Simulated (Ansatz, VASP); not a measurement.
# V2SiS3: VASP beside Ansatz

```xyz
6
Lattice="4.6105 0.0000 0.0000 0.0000 4.6105 0.0000 0.0000 0.0000 4.5882" Properties=species:S:1:pos:R:3 pbc="T T T"
V     2.3053    0.0000    1.2025
V     0.0000    2.3053    1.2025
Si    2.3053    2.3053    0.2538
S     2.3053    0.0000    3.5190
S     0.0000    2.3053    3.5190
S     0.0000    0.0000    1.2809
```

Alike in both runs: functional PBE; k mesh 8 × 8 × 8; occupations gaussian, width 0.1 eV; no spin polarisation.

Ansatz relaxed the structure, and its values are those at the end. VASP's run is a single point on that final structure, the one shown.

```csv
,VASP,Ansatz
version,VASP 6.6.1,Ansatz 0.2.0
potentials or method,"VASP PAW PBE potentials, release 64 (V_sv, Si, S), cutoff 520 eV","scalar-relativistic, plane waves, PAW"
valence electrons in the cell,48,48
```

```tsv
	VASP	Ansatz	Ansatz less VASP
gap on the k mesh at the Fermi level (eV)	none	none	-
pressure (GPa)	0.0	0.0	-0.03
```

A gap of «none» marks a metal or a gap that the smearing closes.
